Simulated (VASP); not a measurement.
The system is NaH4.

```
Na H
1.0
     3.42152    0.00000    0.00000
    -1.71076    2.96312    0.00000
     0.00000    0.00000    7.39048
Na H
1 4
Direct
  0.00000 0.00000 0.00000
  0.33333 0.66667 0.25000
  0.33333 0.66667 0.75000
  0.66667 0.33333 0.25000
  0.66667 0.33333 0.75000
```

This cell differs from its parent crystal: atoms taken out.

```yaml
Program: VASP 6.6.1
Task: relaxation of cell and atoms
Functional: PBE
Potentials_or_basis: VASP PAW PBE potentials, release 64 (Na_sv, H)
Cutoff: 1130 eV
k_mesh: 6 × 6 × 4
Occupations: gaussian, width 0.1 eV
Spin: no spin polarisation
```

At the start: pressure -7.4 GPa; volume 14.99 Å³/atom.

Task: How do energy, volume and symmetry change on relaxing?

Result: Over 5 steps the energy falls by 220.7 meV/atom and the volume is 9.11 Å³/atom (-39.2 %); space group P6/mmm (No. 191, to 0.1 Å) before and after.

Step by step:
| step | energy change (eV) | largest force (eV/Å) | pressure (GPa) | volume (Å³) |
| --- | --- | --- | --- | --- |
| 1 | 0.0000 | 0.4180 | -7.44 | 74.93 |
| 2 | -0.3658 | 0.3780 | -7.14 | 67.63 |
| 3 | -1.0775 | 0.0990 | -2.26 | 48.61 |
| 4 | -1.0944 | 0.0631 | 1.56 | 43.72 |
| 5 | -1.1033 | 0.0058 | -0.13 | 45.56 |

Final structure:
```xyz
5
Lattice="2.8852 0.0000 0.0000 -1.4426 2.4986 0.0000 0.0000 0.0000 6.3205" Properties=species:S:1:pos:R:3 pbc="T T T"
Na    0.0000    0.0000    0.0000
H     0.0000    1.6658    1.4988
H     0.0000    1.6658    4.8217
H     1.4426    0.8329    1.4988
H     1.4426    0.8329    4.8217
```

Caveat: the cell differs from its parent crystal (atoms taken out); the volume moved by over 15 % at a fixed basis, so the end points are rough; an odd number of electrons without spin polarisation forces a metal; a magnetic or distorted state may lie lower.
